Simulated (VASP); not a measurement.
# V (Pm-3m) in VASP: a series of runs

V is run at these levels: PBEsol; tasks: single point, relaxation of cell and atoms.

All numbers are computed with VASP 6.6.1; they aren't measurements. Logs are shortened: lines on timing, memory, paths and dates and some standing lists are left out, and cuts for length are marked.

## (1) The cell of the first run

Symmetry: Pm-3m, No. 221, cubic system. Conventional cell: a = 2.378 Å, b = 2.378 Å, c = 2.378 Å, α = 90.00°, β = 90.00°, γ = 90.00°. V (site symmetry m-3m) has 6 V at 2.38 Å within 3.1 Å.

## (2) Single point, PBEsol (volume scaled by 0.96)

File INCAR:

```
  PREC = Accurate
  ENCUT = 520
  EDIFF = 1E-6
  ISMEAR = -1
  SIGMA = 0.1
  LREAL = F
  LASPH = T
  NELM = 100
  ALGO = Normal
  ISIF = 2
  LWAVE = F
  LCHARG = F
  GGA = PS
  NBANDS = 12
```

File KPOINTS:

```
Automatic mesh
0
Gamma
  15 15 15
```

File POSCAR:

```
V
1.0
    2.3781424741      0.0000000000      0.0000000000
    0.0000000000      2.3781424741      0.0000000000
    0.0000000000      0.0000000000      2.3781424741
V
1
Direct
    0.0000000000      0.0000000000      0.0000000000
```

Potentials or basis: VASP PAW PBE potentials, release 64 (V_sv).

Started as:

```
> cat potpaw_PBE.64/V_sv/POTCAR > POTCAR
> mpirun -np 1 vasp_std > vasp.out
```

OUTCAR:

```text
PREC = Accurate
   ENCUT = 520
   EDIFF = 1E-6
   ISMEAR = -1
   LREAL = F
   LASPH = T
   NELM = 100
   ISIF = 2
   GGA = PS

 ion  position               nearest neighbor table
   1  0.000  0.000  0.000-

  LATTYP: Found a simple cubic cell.
 ALAT       =     2.3781424741

  Lattice vectors:

 A1 = (   2.3781424741,   0.0000000000,   0.0000000000)
 A2 = (   0.0000000000,   2.3781424741,   0.0000000000)
 A3 = (   0.0000000000,   0.0000000000,   2.3781424741)

Analysis of symmetry for initial positions (statically):
=====================================================================
 Subroutine PRICEL returns:
 Original cell was already a primitive cell.

 Routine SETGRP: Setting up the symmetry group for a
 simple cubic supercell.

 Subroutine GETGRP returns: Found 48 space group operations
 (whereof 48 operations were pure point group operations)
 out of a pool of 48 trial point group operations.

The static configuration has the point symmetry O_h .

Analysis of symmetry for dynamics (positions and initial velocities):
=====================================================================
 Subroutine PRICEL returns:
 Original cell was already a primitive cell.

 Routine SETGRP: Setting up the symmetry group for a
 simple cubic supercell.

 Subroutine GETGRP returns: Found 48 space group operations
 (whereof 48 operations were pure point group operations)
 out of a pool of 48 trial point group operations.

The dynamic configuration has the point symmetry O_h .

 Subroutine INISYM returns: Found 48 space group operations
 (whereof 48 operations are pure point group operations),
 and found     1 'primitive' translations

----------------------------------------------------------------------------------------

                                     Primitive cell

  volume of cell :      13.4497

  direct lattice vectors                    reciprocal lattice vectors
     2.378142474  0.000000000  0.000000000     0.420496253  0.000000000  0.000000000
     0.000000000  2.378142474  0.000000000     0.000000000  0.420496253  0.000000000
     0.000000000  0.000000000  2.378142474     0.000000000  0.000000000  0.420496253

  length of vectors
     2.378142474  2.378142474  2.378142474     0.420496253  0.420496253  0.420496253

  position of ions in fractional coordinates (direct lattice)
     0.000000000  0.000000000  0.000000000

  ion indices of the primitive-cell ions
   primitive index   ion index
                 1           1

----------------------------------------------------------------------------------------

 KPOINTS: Automatic mesh

Automatic generation of k-mesh.
 Grid dimensions read from file:
 generate k-points for:   15   15   15

 Generating k-lattice:

  Cartesian coordinates                     Fractional coordinates (reciprocal lattice)
     0.028033084  0.000000000  0.000000000     0.066666667  0.000000000  0.000000000
     0.000000000  0.028033084  0.000000000     0.000000000  0.066666667  0.000000000
     0.000000000  0.000000000  0.028033084     0.000000000  0.000000000  0.066666667

  Length of vectors
     0.028033084  0.028033084  0.028033084

  Shift w.r.t. Gamma in fractional coordinates (k-lattice)
     0.000000000  0.000000000  0.000000000

 Subroutine IBZKPT returns following result:
 ===========================================

 Found    120 irreducible k-points:

 Following reciprocal coordinates:
            Coordinates               Weight
  0.000000  0.000000  0.000000      1.000000
  0.066667  0.000000  0.000000      6.000000
  0.133333  0.000000  0.000000      6.000000
  0.200000  0.000000  0.000000      6.000000
  0.266667  0.000000  0.000000      6.000000
  0.333333  0.000000  0.000000      6.000000
[... 16 lines left out ...]
  0.266667  0.200000  0.000000     24.000000
  0.333333  0.200000  0.000000     24.000000
 [... further k-points ...]
   k-points           NKPTS =    120   k-points in BZ     NKDIM =    120   number of bands    NBANDS=     12
   number of dos      NEDOS =    301   number of ions     NIONS =      1
   total plane-waves  NPLWV =   5832
   dimension x,y,z NGX =    18 NGY =   18 NGZ =   18
   dimension x,y,z NGXF=    36 NGYF=   36 NGZF=   36
   ions per type =               1
   NGX,Y,Z   is equivalent  to a cutoff of  12.58, 12.58, 12.58 a.u.
   NGXF,Y,Z  is equivalent  to a cutoff of  25.17, 25.17, 25.17 a.u.
 SYSTEM =  unknown system
   PREC   = accura    normal or accurate (medium, high low for compatibility)
   ISTART =      0    job   : 0-new  1-cont  2-samecut
   ICHARG =      2    charge: 1-file 2-atom 10-const
   ISPIN  =      1    spin polarized calculation?
   LNONCOLLINEAR =      F non collinear calculations
   LSORBIT =      F    spin-orbit coupling
   LASPH  =      T    aspherical Exc in radial PAW
   ENCUT  =  520.0 eV  38.22 Ry    6.18 a.u.   4.42  4.42  4.42*2*pi/ulx,y,z
   NELM   =    100;   NELMIN=  2; NELMDL= -5     # of ELM steps
   EDIFF  = 0.1E-05   stopping-criterion for ELM
   LREAL  =      F    real-space projection
   EDIFFG = 0.1E-04   stopping-criterion for IOM
   NSW    =      0    number of steps for IOM
   IBRION =     -1    ionic relax: 0-MD 1-quasi-New 2-CG
   NFREE  =      0    steps in history (QN), initial steepest desc. (CG)
   ISIF   =      2    stress and relaxation
   ISYM   =      2    0-nonsym 1-usesym 2-fastsym
   POTIM  = 0.5000    time-step for ionic-motion
   TEBEG  =    0.0;   TEEND  =   0.0 temperature during run
   PSTRESS=    0.0 pullay stress
   NELECT =      13.0000    total number of electrons
   NUPDOWN=      -1.0000    fix difference up-down
   EMIN   =  10.00;   EMAX   =-10.00  energy-range for DOS
   EFERMI =   0.00;   METHOD = LEGACY
   ISMEAR =    -1;   SIGMA  =   0.10  broadening in eV -4-tet -1-fermi 0-gaus
   EFERMI_NEDOS =   21; number of points for ismear=-14 and -15
   IALGO  =     38    algorithm
   IMIX   =      4    mixing-type and parameters
     AMIX     =   0.40;   BMIX     =  1.00
     AMIX_MAG =   1.60;   BMIX_MAG =  1.00
  volume/ion in A,a.u.               =      13.45        90.76
  Fermi-wavevector in a.u.,A,eV,Ry     =   1.618644  3.058794 35.647390  2.620009
  Thomas-Fermi vector in A             =   2.712874
   LORBIT       =      0    0 simple, 1 ext, 2 COOP (PROOUT), +10 PAW based schemes
   GGA     = PS    functional components
   LHFCALC =     F    Hartree Fock is set to
   AEXX    =    0.0000 exact exchange contribution
   IVDW    =     0    specifies the selected vdW correction
   LEPSILON=     F    determine dielectric tensor
   LRPA    =     F    only Hartree local field effects (RPA)
 non-spin polarized calculation
  energy-cutoff  :      520.00
  volume of cell :       13.45
 maximum number of plane-waves:       371
 NGX is ok and might be reduce to    18
   NGX =  9   NGY =  9   NGZ =  9

 number of electron      13.0000013 magnetization

 Free energy of the ion-electron system (eV)
  ---------------------------------------------------
  ext. energy  EPLUGINS =         0.00000000
  ---------------------------------------------------
  free energy    TOTEN  =        -8.75846667 eV

  energy without entropy =       -8.70721209  energy(sigma->0) =       -8.73283938

 E-fermi :   9.7613     XC(G=0): -12.9521

 val. band max:        9.7606577331   @ k =   0.3333   0.2000   0.0000
 cond. band min:       9.7627402453   @ k =   0.4000   0.2000   0.1333
 fundamental gap:      0.0020825122
 Fermi energy:         9.7613074854

 k-point     1 :       0.0000    0.0000    0.0000
  band No.  band energies     occupation
      1     -53.8386      2.00000
      2     -27.0145      2.00000
      3     -27.0145      2.00000
      4     -27.0145      2.00000
      5       3.1911      2.00000
      6       7.3608      2.00000
      7       7.3608      2.00000
      8      13.6547      0.00000
      9      13.6547      0.00000
     10      13.6547      0.00000
     11      29.0733      0.00000
     12      29.0733      0.00000

 k-point     2 :       0.0667    0.0000    0.0000
  band No.  band energies     occupation
      1     -53.8289      2.00000
      2     -27.0767      2.00000
      3     -27.0091      2.00000
      4     -27.0091      2.00000
      5       3.3342      2.00000
      6       7.3951      2.00000
      7       7.4763      2.00000
      8      13.5372      0.00000
      9      13.5372      0.00000
     10      13.6635      0.00000
     11      27.9481      0.00000
     12      29.2976      0.00000

 k-point     3 :       0.1333    0.0000    0.0000
  band No.  band energies     occupation
      1     -53.8013      2.00000
      2     -27.2510      2.00000
      3     -26.9941      2.00000
      4     -26.9941      2.00000
      5       3.7452      2.00000
      6       7.4934      2.00000
      7       7.8095      2.00000
      8      13.2174      0.00000
      9      13.2174      0.00000
     10      13.6886      0.00000
     11      25.8211      0.00000
     12      29.9388      0.00000

 k-point     4 :       0.2000    0.0000    0.0000
  band No.  band energies     occupation
      1     -53.7604      2.00000
      2     -27.5031      2.00000
      3     -26.9718      2.00000
      4     -26.9718      2.00000
      5       4.3752      2.00000
      6       7.6420      2.00000
      7       8.3137      2.00000
      8      12.7756      0.00000
      9      12.7756      0.00000
     10      13.7256      0.00000
     11      23.6411      0.00000
     12      30.9208      0.00000

 k-point     5 :       0.2667    0.0000    0.0000
  band No.  band energies     occupation
      1     -53.7129      2.00000
      2     -27.7863      2.00000
      3     -26.9461      2.00000
      4     -26.9461      2.00000
      5       5.1573      2.00000
      6       7.8185      2.00000
      7       8.8939      1.99966
      8      12.3041      0.00000
      9      12.3041      0.00000
     10      13.7685      0.00000
     11      21.6883      0.00000
     12      31.5907      0.00000

 k-point     6 :       0.3333    0.0000    0.0000
  band No.  band energies     occupation
      1     -53.6671      2.00000
      2     -28.0512      2.00000
      3     -26.9214      2.00000
      4     -26.9214      2.00000
      5       6.0119      2.00000
      6       7.9937      2.00000
      7       9.4000      1.94746
      8      11.8827      0.00000
      9      11.8827      0.00000
     10      13.8098      0.00000
     11      20.1121      0.00000
     12      30.7226      0.00000

 k-point     7 :       0.4000    0.0000    0.0000
  band No.  band energies     occupation
      1     -53.6310      2.00000
      2     -28.2544      2.00000
      3     -26.9021      2.00000
      4     -26.9021      2.00000
      5       6.8262      2.00000
      6       8.1353      2.00000
      7       9.6741      1.41045
      8      11.5705      0.00000
      9      11.5705      0.00000
     10      13.8422      0.00000
     11      19.0308      0.00000
     12      30.0729      0.00000

 k-point     8 :       0.4667    0.0000    0.0000
  band No.  band energies     occupation
      1     -53.6112      2.00000
      2     -28.3643      2.00000
      3     -26.8915      2.00000
      4     -26.8915      2.00000
      5       7.3892      2.00000
      6       8.2147      2.00000
      7       9.7036      1.28098
      8      11.4053      0.00000
      9      11.4053      0.00000
     10      13.8601      0.00000
     11      18.4997      0.00000
     12      29.7264      0.00000
[... 166 lines left out ...]
 k-point    20 :       0.4000    0.1333    0.0000
  band No.  band energies     occupation
      1     -53.5955      2.00000
      2     -28.2206      2.00000
      3     -27.1233      2.00000
      4     -26.8829      2.00000
      5       7.1521      2.00000
      6       8.4523      2.00000
      7       9.1999      1.99274
      8      11.6466      0.00000
      9      12.2382      0.00000
     10      13.4711      0.00000
     11      19.1849      0.00000
     12      28.9586      0.00000

 k-point    21 :       0.4667    0.1333    0.0000
  band No.  band energies     occupation
      1     -53.5758      2.00000
      2     -28.3293      2.00000
      3     -27.1114      2.00000
      4     -26.8725      2.00000
      5       7.7956      2.00000
      6       8.5067      1.99999
      7       8.8490      1.99978
      8      11.4849      0.00000
      9      12.5454      0.00000
     10      13.4935      0.00000
     11      18.4758      0.00000
     12      29.0965      0.00000

 k-point    22 :       0.2000    0.2000    0.0000
  band No.  band energies     occupation
      1     -53.6836      2.00000
      2     -27.4709      2.00000
      3     -27.4266      2.00000
      4     -26.9301      2.00000
      5       5.3994      2.00000
      6       8.1788      2.00000
      7       9.0090      1.99892
      8      11.9313      0.00000
      9      12.7783      0.00000
     10      13.0091      0.00000
     11      24.1976      0.00000
     12      25.5456      0.00000

 k-point    23 :       0.2667    0.2000    0.0000
  band No.  band energies     occupation
      1     -53.6370      2.00000
      2     -27.7271      2.00000
      3     -27.4143      2.00000
      4     -26.9050      2.00000
      5       6.0168      2.00000
      6       8.3318      2.00000
      7       9.5241      1.82936
      8      11.7261      0.00000
      9      12.4176      0.00000
     10      12.9889      0.00000
     11      22.5316      0.00000
     12      25.9225      0.00000

 k-point    24 :       0.3333    0.2000    0.0000
  band No.  band energies     occupation
      1     -53.5920      2.00000
      2     -27.9851      2.00000
      3     -27.3839      2.00000
      4     -26.8809      2.00000
      5       6.6428      2.00000
      6       8.4092      2.00000
      7       9.7607      1.00325
      8      12.0265      0.00000
      9      12.0376      0.00000
     10      13.0417      0.00000
     11      20.7697      0.00000
     12      26.6929      0.00000

 [... further k-points ...]
[... 5 lines left out ...]
  --------------------------------------------------------------------------------------
  -------------------------------------------------------------------------------------
  Total        0.6623391      0.6623391      0.6623391      0.0000000      0.0000000      0.0000000
  in kB       78.9000639     78.9000639     78.9000639      0.0000000      0.0000000      0.0000000
  external PRESSURE =      78.9000639 kB  Pullay stress =       0.0000000 kB

 VOLUME and BASIS-vectors are now :
 -----------------------------------------------------------------------------
  energy-cutoff  :      520.00
  volume of cell :       13.45
      direct lattice vectors                 reciprocal lattice vectors
     2.378142474  0.000000000  0.000000000     0.420496253  0.000000000  0.000000000
     0.000000000  2.378142474  0.000000000     0.000000000  0.420496253  0.000000000
     0.000000000  0.000000000  2.378142474     0.000000000  0.000000000  0.420496253

 POSITION                                       TOTAL-FORCE (eV/Angst)
 -----------------------------------------------------------------------------------
      0.00000      0.00000      0.00000         0.000000      0.000000      0.000000
 -----------------------------------------------------------------------------------
    total drift:                                0.000000      0.000000      0.000000

  FREE ENERGIE OF THE ION-ELECTRON SYSTEM (eV)
  ---------------------------------------------------
  free  energy   TOTEN  =        -8.7584666700 eV

  energy  without entropy=       -8.7072120899  energy(sigma->0) =       -8.73283938
```

It took 5.3 s on 1 thread of Intel Xeon 6975P-C (Granite Rapids), shared host; peak memory 0.13 GiB.

Results:

```yaml
Free_energy: -8.7585 eV
Pressure: 7.9 GPa
```

Caveat: the cell differs from its parent crystal (volume scaled by 0.96); the PAW data sets were made with another functional, which shifts forces and pressure a little.

## (3) Single point, PBEsol

This run uses another cell than the first one, of 14.01 Å³/atom, 1.042 times its volume.

File INCAR:

```
SYSTEM = V
PREC     = Accurate       ! precision mode
ENCUT    = 520            ! plane-wave cutoff, eV
EDIFF    = 1E-7           ! SCF threshold, eV
ISMEAR   = -1             ! smearing method
SIGMA    = 0.1            ! smearing width, eV
LREAL    = .False.        ! projectors in reciprocal space
LASPH    = .True.         ! aspherical terms in the spheres
NELM     = 60             ! most SCF steps
ALGO     = Normal         ! electronic algorithm
ISIF     = 2              ! what is computed and relaxed
LWAVE    = .False.        ! write WAVECAR
LCHARG   = .False.        ! write CHGCAR
GGA      = PS             ! functional
NBANDS   = 12             ! bands
```

File KPOINTS:

```
Automatic mesh
0
Gamma
  15 15 15
  0 0 0
```

File POSCAR:

```
V
1.0
    2.4107238170      0.0000000000      0.0000000000
    0.0000000000      2.4107238170      0.0000000000
    0.0000000000      0.0000000000      2.4107238170
V
1
Direct
    0.0000000000      0.0000000000      0.0000000000
```

Potentials or basis: VASP PAW PBE potentials, release 64 (V_sv).

Started as:

```
> cat potpaw_PBE.64/V_sv/POTCAR > POTCAR
> mpirun -np 1 vasp_std > vasp.out
```

Run time: 5.3 s. Hardware: 1 thread of Intel Xeon 6975P-C (Granite Rapids), shared host; peak memory 0.13 GiB.

Results (log left out):

```yaml
Free_energy: -8.7743 eV
Pressure: 1.1 GPa
```

Levels at points of the mesh, in eV from the Fermi level:
| k point | band 4 | band 5 | band 6 | band 7 | band 8 | band 9 | band 10 | band 11 |
| --- | --- | --- | --- | --- | --- | --- | --- | --- |
| (0.00, 0.00, 0.00) | -36.87 | -6.47 | -2.26 | -2.26 | 3.71 | 3.71 | 3.71 | 18.80 |

Caveat: the PAW data sets were made with another functional, which shifts forces and pressure a little.

(Continued in part 2 of 2.)
